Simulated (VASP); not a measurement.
KI: single point with HSE06

The system is KI.

```xyz
2
Lattice="0.0000 3.4719 3.5626 3.4719 0.0000 3.5626 3.4719 3.4719 0.0000" Properties=species:S:1:pos:R:3 pbc="T T T"
K     0.0000    0.0000    0.0000
I     3.4719    3.4719    3.5626
```

This cell differs from its parent crystal: epitaxial xy strain -2.0%.

| Property | Result |
| --- | --- |
| Program | VASP 6.6.1 |
| Task | single point |
| Functional | HSE06 |
| Potentials or basis | VASP PAW PBE potentials, release 64 (K_sv, I) |
| Cutoff | 520 eV |
| k mesh | 4 × 4 × 4 |
| Occupations | gaussian, width 0.01 eV |
| Spin | no spin polarisation |

```json
{"Pressure": "0.8 GPa", "Band gap on the k mesh": "5.02 eV"}
```

Stress tensor (GPa, compression positive):
```
1.06 0.00 0.00
0.00 1.06 0.00
0.00 0.00 0.31
```

Levels at points of the mesh, in eV from the valence-band top:
```csv
k point,band 5,band 6,band 7,band 8,band 9,band 10,band 11,band 12
"(0.00, 0.00, 0.00)",-11.44,-0.01,0.00,0.00,5.02,7.53,7.69,7.69
"(0.50, 0.00, 0.00)",-11.08,-1.46,-0.38,-0.37,6.52,9.00,9.20,9.40
"(0.50, 0.50, 0.00)",-11.27,-1.13,-0.38,-0.38,5.91,6.90,9.46,9.98
"(0.50, 0.00, 0.50)",-11.26,-1.11,-0.45,-0.41,5.89,6.90,9.52,10.09
```

Wall time 8.5 min on 1 thread of AMD EPYC 9R45 96-Core Processor (Zen 5), on a shared host, peak memory 0.32 GiB.

Caveat: the cell differs from its parent crystal (epitaxial xy strain -2.0%); the PAW data sets were made with another functional, which shifts forces and pressure a little; spin-orbit coupling is left out, which moves the levels of the heavy elements.
